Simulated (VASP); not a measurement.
# AlN (P6_3/mmc) in VASP: notebook

AlN is run at these levels: PBE; tasks: single point.

Program: VASP 6.6.1. These are calculated values, not measurements. Logs are shortened: lines on timing, memory, paths and dates and some standing lists are left out, and cuts for length are marked.

**1. The cell of the first run**

The structure is hexagonal, space group P6_3/mmc (No. 194). Conventional cell: a = 3.479 Å, b = 3.479 Å, c = 4.564 Å, α = 90.00°, β = 90.00°, γ = 120.00°. Al (site symmetry -6m2) has 5 N at 2.01 to 2.28 Å within 2.7 Å. N (site symmetry -6m2) has 5 Al at 2.01 to 2.28 Å within 2.7 Å.

**2. Single point, PBE**

INCAR reads:

```
  PREC = Accurate
  ENCUT = 520
  EDIFF = 1E-6
  ISMEAR = 0
  SIGMA = 0.05
  LREAL = False
  LASPH = True
  NELM = 60
  ALGO = Normal
  ISIF = 2
  LWAVE = False
  LCHARG = True
  GGA = PE
  LELF = True
  LVHAR = True
  NBANDS = 16
```

KPOINTS reads:

```
regular mesh
0
Gamma
  9 9 6
```

POSCAR reads:

```
AlN
1.0
    3.4792000000      0.0000000000      0.0000000000
   -1.7396000000      3.0130755848      0.0000000000
    0.0000000000      0.0000000000      4.5645000000
Al N
2 2
Direct
    0.3333333333      0.6666666667      0.7500000000
    0.6666666667      0.3333333333      0.2500000000
    0.3333333333      0.6666666667      0.2500000000
    0.6666666667      0.3333333333      0.7500000000
```

Potentials or basis: VASP PAW PBE potentials, release 64 (Al, N).

Run with:

```bash
$ cat potpaw_PBE.64/Al/POTCAR potpaw_PBE.64/N/POTCAR > POTCAR
$ mpirun -np 1 vasp_std > vasp.out
```

OUTCAR:

```text
PREC = Accurate
   ENCUT = 520
   EDIFF = 1E-6
   ISMEAR = 0
   LREAL = False
   LASPH = True
   NELM = 60
   ISIF = 2
   GGA = PE

 ion  position               nearest neighbor table
   1  0.333  0.667  0.750-   4 2.01   4 2.01   4 2.01   3 2.28   3 2.28   2 3.04   2 3.04   2 3.04
                             2 3.04   2 3.04   2 3.04
   2  0.667  0.333  0.250-   3 2.01   3 2.01   3 2.01   4 2.28   4 2.28   1 3.04   1 3.04   1 3.04
                             1 3.04   1 3.04   1 3.04
   3  0.333  0.667  0.250-   2 2.01   2 2.01   2 2.01   1 2.28   1 2.28
   4  0.667  0.333  0.750-   1 2.01   1 2.01   1 2.01   2 2.28   2 2.28

  LATTYP: Found a hexagonal cell.
 ALAT       =     3.4792000000
 C/A-ratio  =     1.3119395263

  Lattice vectors:

 A1 = (   3.4792000000,   0.0000000000,   0.0000000000)
 A2 = (  -1.7396000000,   3.0130755848,   0.0000000000)
 A3 = (   0.0000000000,   0.0000000000,   4.5645000000)

Analysis of symmetry for initial positions (statically):
=====================================================================
 Subroutine PRICEL returns:
 Original cell was already a primitive cell.

 Routine SETGRP: Setting up the symmetry group for a
 hexagonal supercell.

 Subroutine GETGRP returns: Found 24 space group operations
 (whereof 12 operations were pure point group operations)
 out of a pool of 24 trial point group operations.

The static configuration has the point symmetry D_3d.
 The point group associated with its full space group is D_6h.

Analysis of symmetry for dynamics (positions and initial velocities):
=====================================================================
 Subroutine PRICEL returns:
 Original cell was already a primitive cell.

 Routine SETGRP: Setting up the symmetry group for a
 hexagonal supercell.

 Subroutine GETGRP returns: Found 24 space group operations
 (whereof 12 operations were pure point group operations)
 out of a pool of 24 trial point group operations.

The dynamic configuration has the point symmetry D_3d.
 The point group associated with its full space group is D_6h.

 Subroutine INISYM returns: Found 24 space group operations
 (whereof 12 operations are pure point group operations),
 and found     1 'primitive' translations

----------------------------------------------------------------------------------------

                                     Primitive cell

  volume of cell :      47.8501

  direct lattice vectors                    reciprocal lattice vectors
     3.479200000  0.000000000  0.000000000     0.287422396  0.165943398  0.000000000
    -1.739600000  3.013075585  0.000000000     0.000000000  0.331886795  0.000000000
     0.000000000  0.000000000  4.564500000     0.000000000  0.000000000  0.219082046

  length of vectors
     3.479200000  3.479200000  4.564500000     0.331886795  0.331886795  0.219082046

  position of ions in fractional coordinates (direct lattice)
     0.333333333  0.666666667  0.750000000
     0.666666667  0.333333333  0.250000000
     0.333333333  0.666666667  0.250000000
     0.666666667  0.333333333  0.750000000

  ion indices of the primitive-cell ions
   primitive index   ion index
                 1           1
                 2           2
                 3           3
                 4           4

----------------------------------------------------------------------------------------

 KPOINTS: regular mesh

Automatic generation of k-mesh.
 Grid dimensions read from file:
 generate k-points for:    9    9    6

 Generating k-lattice:

  Cartesian coordinates                     Fractional coordinates (reciprocal lattice)
     0.031935822  0.018438155  0.000000000     0.111111111  0.000000000  0.000000000
     0.000000000  0.036876311  0.000000000     0.000000000  0.111111111  0.000000000
     0.000000000  0.000000000  0.036513674     0.000000000  0.000000000  0.166666667

  Length of vectors
     0.036876311  0.036876311  0.036513674

  Shift w.r.t. Gamma in fractional coordinates (k-lattice)
     0.000000000  0.000000000  0.000000000

 Subroutine IBZKPT returns following result:
 ===========================================

 Found     48 irreducible k-points:

 Following reciprocal coordinates:
            Coordinates               Weight
  0.000000  0.000000  0.000000      1.000000
  0.111111 -0.000000  0.000000      6.000000
  0.222222  0.000000  0.000000      6.000000
  0.333333 -0.000000  0.000000      6.000000
  0.444444  0.000000  0.000000      6.000000
  0.111111  0.111111  0.000000      6.000000
[... 16 lines left out ...]
  0.333333  0.222222  0.166667     24.000000
  0.333333  0.333333  0.166667      4.000000
 [... further k-points ...]
   k-points           NKPTS =     48   k-points in BZ     NKDIM =     48   number of bands    NBANDS=     16
   number of dos      NEDOS =    301   number of ions     NIONS =      4
   total plane-waves  NPLWV =  28224
   dimension x,y,z NGX =    28 NGY =   28 NGZ =   36
   dimension x,y,z NGXF=    56 NGYF=   56 NGZF=   72
   ions per type =               2   2
   NGX,Y,Z   is equivalent  to a cutoff of  13.38, 13.38, 13.11 a.u.
   NGXF,Y,Z  is equivalent  to a cutoff of  26.76, 26.76, 26.22 a.u.
 SYSTEM =  unknown system
   PREC   = accura    normal or accurate (medium, high low for compatibility)
   ISTART =      0    job   : 0-new  1-cont  2-samecut
   ICHARG =      2    charge: 1-file 2-atom 10-const
   ISPIN  =      1    spin polarized calculation?
   LNONCOLLINEAR =      F non collinear calculations
   LSORBIT =      F    spin-orbit coupling
   LASPH  =      T    aspherical Exc in radial PAW
   ENCUT  =  520.0 eV  38.22 Ry    6.18 a.u.   6.47  6.47  8.49*2*pi/ulx,y,z
   NELM   =     60;   NELMIN=  2; NELMDL= -5     # of ELM steps
   EDIFF  = 0.1E-05   stopping-criterion for ELM
   LREAL  =      F    real-space projection
   EDIFFG = 0.1E-04   stopping-criterion for IOM
   NSW    =      0    number of steps for IOM
   IBRION =     -1    ionic relax: 0-MD 1-quasi-New 2-CG
   NFREE  =      0    steps in history (QN), initial steepest desc. (CG)
   ISIF   =      2    stress and relaxation
   ISYM   =      2    0-nonsym 1-usesym 2-fastsym
   POTIM  = 0.5000    time-step for ionic-motion
   TEBEG  =    0.0;   TEEND  =   0.0 temperature during run
   PSTRESS=    0.0 pullay stress
   NELECT =      16.0000    total number of electrons
   NUPDOWN=      -1.0000    fix difference up-down
   EMIN   =  10.00;   EMAX   =-10.00  energy-range for DOS
   EFERMI =   0.00;   METHOD = LEGACY
   ISMEAR =     0;   SIGMA  =   0.05  broadening in eV -4-tet -1-fermi 0-gaus
   EFERMI_NEDOS =   21; number of points for ismear=-14 and -15
   IALGO  =     38    algorithm
   IMIX   =      4    mixing-type and parameters
     AMIX     =   0.40;   BMIX     =  1.00
     AMIX_MAG =   1.60;   BMIX_MAG =  1.00
  volume/ion in A,a.u.               =      11.96        80.73
  Fermi-wavevector in a.u.,A,eV,Ry     =   1.136285  2.147267 17.567076  1.291144
  Thomas-Fermi vector in A             =   2.272990
   LORBIT       =      0    0 simple, 1 ext, 2 COOP (PROOUT), +10 PAW based schemes
   GGA     = PE    functional components
   LHFCALC =     F    Hartree Fock is set to
   AEXX    =    0.0000 exact exchange contribution
   IVDW    =     0    specifies the selected vdW correction
   LEPSILON=     F    determine dielectric tensor
   LRPA    =     F    only Hartree local field effects (RPA)
 non-spin polarized calculation
 Gauss-broadening in eV      SIGMA  =   0.05
  energy-cutoff  :      520.00
  volume of cell :       47.85
 maximum number of plane-waves:      1308
 NGX is ok and might be reduce to    28
   NGX = 13   NGY = 13   NGZ = 17

 number of electron      16.0000000 magnetization

 Free energy of the ion-electron system (eV)
  ---------------------------------------------------
  ext. energy  EPLUGINS =         0.00000000
  ---------------------------------------------------
  free energy    TOTEN  =       -28.58428345 eV

  energy without entropy =      -28.58428345  energy(sigma->0) =      -28.58428345

 E-fermi :   6.3618     XC(G=0): -10.3743

 val. band max:        6.1550342531   @ k =   0.0000   0.0000   0.0000
 cond. band min:       7.9088321370   @ k =   0.0000   0.0000   0.0000
 fundamental gap:      1.7537978839
 Fermi energy:         6.3618368830

 k-point     1 :       0.0000    0.0000    0.0000
  band No.  band energies     occupation
      1      -9.4131      2.00000
      2      -6.8056      2.00000
      3       0.2022      2.00000
      4       3.3399      2.00000
      5       3.3399      2.00000
      6       4.6465      2.00000
[... 8 lines left out ...]
     15      16.0700      0.00000
     16      17.3823      0.00000

 k-point     2 :       0.1111   -0.0000    0.0000
  band No.  band energies     occupation
      1      -9.2975      2.00000
      2      -6.7896      2.00000
      3       0.3400      2.00000
      4       2.8325      2.00000
      5       3.1729      2.00000
      6       4.0759      2.00000
[... 8 lines left out ...]
     15      16.1259      0.00000
     16      16.9218      0.00000

 k-point     3 :       0.2222    0.0000    0.0000
  band No.  band energies     occupation
      1      -8.9686      2.00000
      2      -6.7753      2.00000
      3       0.7409      2.00000
      4       1.7772      2.00000
      5       2.8235      2.00000
      6       3.1184      2.00000
[... 8 lines left out ...]
     15      16.0961      0.00000
     16      16.6733      0.00000

 k-point     4 :       0.3333   -0.0000    0.0000
  band No.  band energies     occupation
      1      -8.4916      2.00000
      2      -6.8475      2.00000
      3       0.8167      2.00000
      4       1.3549      2.00000
      5       2.3136      2.00000
      6       2.4996      2.00000
[... 8 lines left out ...]
     15      16.3590      0.00000
     16      16.7199      0.00000
[... 324 lines left out ...]
 k-point    22 :       0.2222    0.2222    0.1667
  band No.  band energies     occupation
      1      -8.1420      2.00000
      2      -6.9954      2.00000
      3       0.5895      2.00000
      4       0.9493      2.00000
      5       2.2058      2.00000
      6       2.7336      2.00000
[... 8 lines left out ...]
     15      16.2560      0.00000
     16      17.4928      0.00000

 k-point    23 :       0.3333    0.2222    0.1667
  band No.  band energies     occupation
      1      -7.7297      2.00000
      2      -7.1590      2.00000
      3       0.3658      2.00000
      4       0.9693      2.00000
      5       1.5190      2.00000
      6       3.2233      2.00000
[... 8 lines left out ...]
     15      16.0873      0.00000
     16      17.3308      0.00000

 k-point    24 :       0.3333    0.3333    0.1667
  band No.  band energies     occupation
      1      -7.3995      2.00000
      2      -7.3995      2.00000
      3       0.5721      2.00000
      4       0.9981      2.00000
      5       0.9981      2.00000
      6       3.2571      2.00000
[... 8 lines left out ...]
     15      16.2705      0.00000
     16      17.0403      0.00000

 [... further k-points ...]
[... 5 lines left out ...]
  --------------------------------------------------------------------------------------
  -------------------------------------------------------------------------------------
  Total       -8.1169099     -8.1169099     -6.6467473      0.0000000      0.0000000      0.0000000
  in kB     -271.7807387   -271.7807387   -222.5548783      0.0000000      0.0000000      0.0000000
  external PRESSURE =    -255.3721186 kB  Pullay stress =       0.0000000 kB

 VOLUME and BASIS-vectors are now :
 -----------------------------------------------------------------------------
  energy-cutoff  :      520.00
  volume of cell :       47.85
      direct lattice vectors                 reciprocal lattice vectors
     3.479200000  0.000000000  0.000000000     0.287422396  0.165943398  0.000000000
    -1.739600000  3.013075585  0.000000000     0.000000000  0.331886795  0.000000000
     0.000000000  0.000000000  4.564500000     0.000000000  0.000000000  0.219082046

 POSITION                                       TOTAL-FORCE (eV/Angst)
 -----------------------------------------------------------------------------------
     -0.00000      2.00872      3.42338        -0.000000      0.000000      0.000000
      1.73960      1.00436      1.14112         0.000000      0.000000      0.000000
     -0.00000      2.00872      1.14112        -0.000000     -0.000000      0.000000
      1.73960      1.00436      3.42338         0.000000      0.000000      0.000000
 -----------------------------------------------------------------------------------
    total drift:                                0.000000     -0.000000      0.000000

  FREE ENERGIE OF THE ION-ELECTRON SYSTEM (eV)
  ---------------------------------------------------
  free  energy   TOTEN  =       -28.5842834451 eV

  energy  without entropy=      -28.5842834451  energy(sigma->0) =      -28.58428345
```

Wall time 21 s (1 thread of Intel Xeon Platinum 8488C (Sapphire Rapids), shared host); peak memory 0.17 GiB.

Results:

```yaml
Free_energy: -28.5843 eV
Pressure: -25.5 GPa
Band_gap_on_the_k_mesh: 1.75 eV, direct
```

Levels at points of the mesh, in eV from the valence-band top:
```tsv
k point	band 4	band 5	band 6	band 7	band 8	band 9	band 10	band 11	band 12	band 13
(0.00, 0.00, 0.00)	-2.82	-2.82	-1.51	-1.51	0.00	1.75	3.00	7.38	7.38	9.66
(0.00, 0.00, 0.50)	-3.53	-2.19	-2.19	-2.19	-2.19	4.33	4.33	7.67	7.67	7.67
```

A hybrid or GW would open this gap; PBE tends to underestimate it.

**3. Single point, PBE**

This run uses another cell than the first one, of 12.00 Å³/atom, 1.003 times its volume.

INCAR reads:

```
SYSTEM = AlN
PREC = Accurate
ENCUT = 520
EDIFF = 1E-6
ISMEAR = 0
SIGMA = 0.05
LREAL = .False.
LASPH = .True.
NELM = 60
ALGO = Normal
ISIF = 2
LWAVE = .False.
LCHARG = .False.
GGA = PE
NBANDS = 16
```

KPOINTS reads:

```
regular mesh
0
Gamma
  9 9 6
  0 0 0
```

POSCAR reads:

```
AlN
1.0
    3.4377000000      0.0000000000      0.0000000000
   -1.7188500000      2.9771355306      0.0000000000
    0.0000000000      0.0000000000      4.6901000000
Al N
2 2
Direct
    0.3333333333      0.6666666667      0.7500000000
    0.6666666667      0.3333333333      0.2500000000
    0.3333333333      0.6666666667      0.2500000000
    0.6666666667      0.3333333333      0.7500000000
```

Potentials or basis: VASP PAW PBE potentials, release 64 (Al, N).

Run with:

```bash
$ cat potpaw_PBE.64/Al/POTCAR potpaw_PBE.64/N/POTCAR > POTCAR
$ mpirun -np 1 vasp_std > vasp.out
```

Wall time 19 s (1 thread of Intel Xeon Platinum 8488C (Sapphire Rapids), shared host); peak memory 0.18 GiB.

Results (log left out):

- Free energy: -28.5974 eV
- Pressure: -24.4 GPa
- Band gap on the k mesh: 1.63 eV, direct

Stress tensor (GPa, compression positive):
```
-25.84   0.00   0.00
  0.00 -25.84   0.00
  0.00   0.00 -21.39
```

Levels at points of the mesh, in eV from the valence-band top:
```
           k point  band 5  band 6  band 7  band 8  band 9  band 10  band 11  band 12
(0.00, 0.00, 0.00)   -2.82   -1.69   -1.69    0.00    1.63     3.08     7.50     7.50
(0.00, 0.00, 0.50)   -2.28   -2.28   -2.28   -2.28    4.19     4.19     7.83     7.83
```

[end of part 1 of 2]
